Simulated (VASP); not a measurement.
Wanted: the native input for a VASP 6.6.1 run.

```yaml
Task: relaxation of cell and atoms
Functional: PBE
Potentials_or_basis: VASP PAW PBE potentials, release 64 (Cu, I)
Cutoff: 600 eV
k_mesh: 6 × 6 × 4
Occupations: fermi-dirac, width 0.02 eV
Spin: no spin polarisation
Dipole_correction: no
Further_INCAR_settings: ALGO = Normal; EDIFF = 1e-07; IBRION = 2; EDIFFG = -0.005; NSW = 80; ISIF = 3
```

The structure of CuI lies in POSCAR:

```
CuI
1.0
    4.5712675664      0.0000000000      0.0000000000
   -2.2856337832      3.9588338400      0.0000000000
    0.0000000000      0.0000000000      5.7137808000
Cu I
2 2
Direct
    0.3333333333      0.6666666667      0.2500000000
    0.6666666667      0.3333333333      0.7500000000
    0.6666666667      0.3333333333      0.2500000000
    0.3333333333      0.6666666667      0.7500000000
```

The input as run:

INCAR

```
PREC = Accurate
ENCUT = 600
EDIFF = 1E-7
ISMEAR = -1
SIGMA = 0.02
LREAL = False
LASPH = True
NELM = 80
ALGO = Normal
ISIF = 3
LWAVE = False
LCHARG = False
GGA = PE
IBRION = 2
NSW = 80
EDIFFG = -0.005
```

KPOINTS

```
Automatic mesh
0
Gamma
  6 6 4
```

Potentials or basis: VASP PAW PBE potentials, release 64 (Cu, I).

Run with:

```console
$ cat potpaw_PBE.64/Cu/POTCAR potpaw_PBE.64/I/POTCAR > POTCAR
$ mpirun -np 1 vasp_std > vasp.out
```

It gave:

```
Relaxed volume                        : 32.90 Å³/atom
Relaxed cell                          : a = 4.396 Å, b = 4.396 Å, c = 7.864 Å, α = 90.00°, β = 90.00°, γ = 120.00°
Space group after relaxing (to 0.1 Å) : P6_3/mmc (No. 194)
Energy gained by relaxing             : 104.1 meV/atom
Ionic steps                           : 12
Pressure after relaxing               : 0.0 GPa
Band gap on the k mesh                : 1.16 eV
```

Caveat: the volume moved by over 15 % at a fixed basis, so the end points are rough; spin-orbit coupling is left out, which moves the levels of the heavy elements.

It took 6.4 min on 1 thread of Intel(R) Xeon(R) 6975P-C (Granite Rapids) (shared host), peak memory 0.31 GiB.
